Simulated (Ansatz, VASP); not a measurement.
# RbCaBr3 in VASP and in Ansatz

```
Rb Ca Br
1.0
     5.90879    0.00000    0.00000
     0.00000    5.90879    0.00000
     0.00000    0.00000    5.73669
Rb Ca Br
1 1 3
Cartesian
  2.9544 2.9544 2.8683
  0.0000 0.0000 0.0000
  2.9544 0.0000 0.0000
  0.0000 2.9544 0.0000
  0.0000 0.0000 2.8683
```

Change from the starting cell: strain +0.030 along x and y, +0.000 along z, atoms carried along.

Alike in both runs: task single point; functional LDA; k mesh 4 × 4 × 4; occupations gaussian, width 0.05 eV; no spin polarisation.

|  | VASP | Ansatz |
| --- | --- | --- |
| version | VASP 6.6.1 | Ansatz 0.2.0 |
| potentials or method | VASP PAW LDA potentials, release 64 (Rb_sv, Ca_sv, Br), cutoff 520 eV | scalar-relativistic, plane waves, PAW |
| valence electrons in the cell | 40 | 40 |

```tsv
	VASP	Ansatz	Ansatz less VASP
gap on the k mesh at the Fermi level (eV)	3.57	3.55	-0.011
least direct gap on the mesh (eV)	3.87	3.86	-0.011
pressure (GPa)	-3.1	-3.1	-0.04
traceless stress, the component that is largest in VASP (GPa)	0.48	0.46	-0.012
```

LDA's correlation is that of Perdew and Zunger in VASP and of Perdew and Wang (1992) in Ansatz.
